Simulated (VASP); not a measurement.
Set up this calculation in VASP 6.6.1, as the native input.

```
Task                   : single point
Functional             : LDA
Potentials or basis    : VASP PAW LDA potentials, release 64 (Sn_d, O)
Cutoff                 : 520 eV
k mesh                 : 6 × 6 × 6
Occupations            : gaussian, width 0.05 eV
Spin                   : no spin polarisation
Dipole correction      : no
Further INCAR settings : ALGO = Normal; EDIFF = 1e-06; NBANDS = 64
```

The structure of SnO2 lies in POSCAR:

```
SnO2
1.0
    5.0737421471      0.0000000000      0.0000000000
    0.0000000000      5.6702915551      0.0000000000
    0.0000000000      0.0000000000      5.6134258190
Sn O
4 8
Direct
    0.5000000000      0.6673419135      0.7500000000
    0.0000000000      0.8326580865      0.2500000000
    0.5000000000      0.3326580865      0.2500000000
    0.0000000000      0.1673419135      0.7500000000
    0.7309254637      0.6050162923      0.0776916535
    0.2309254637      0.8949837077      0.9223083465
    0.7690745363      0.8949837077      0.5776916535
    0.2690745363      0.6050162923      0.4223083465
    0.7309254637      0.3949837077      0.5776916535
    0.2309254637      0.1050162923      0.4223083465
    0.7690745363      0.1050162923      0.0776916535
    0.2690745363      0.3949837077      0.9223083465
```

These files were run (other wordings do the same):

INCAR

```
ALGO = Normal ; EDIFF = 1E-6
ENCUT = 520 ; GGA = CA
ISIF = 2 ; ISMEAR = 0
LASPH = True ; LCHARG = False
LREAL = False ; LWAVE = False
NBANDS = 64 ; NELM = 100
PREC = Accurate ; SIGMA = 0.05
```

KPOINTS

```
k-points
0
Gamma
  6 6 6
```

Potentials or basis: VASP PAW LDA potentials, release 64 (Sn_d, O).

Run with:

```console
$ cat potpaw_LDA.64/Sn_d/POTCAR potpaw_LDA.64/O/POTCAR > POTCAR
$ mpirun -np 1 vasp_std > vasp.out
```

Results of the run:

The pressure is -21.7 GPa and the largest force is 0.452 eV/Å. The band gap on the k mesh is zero (bands 52 and 53 overlap by 0.04 eV).

Caveat: the cell stands under tension; semilocal functionals underestimate gaps, so a narrow gap can read as zero; spin-orbit coupling is left out, which moves the levels of the heavy elements.

It took 17 min on 1 thread of Intel Xeon 8259CL, with other jobs on the host, peak memory 0.52 GiB.
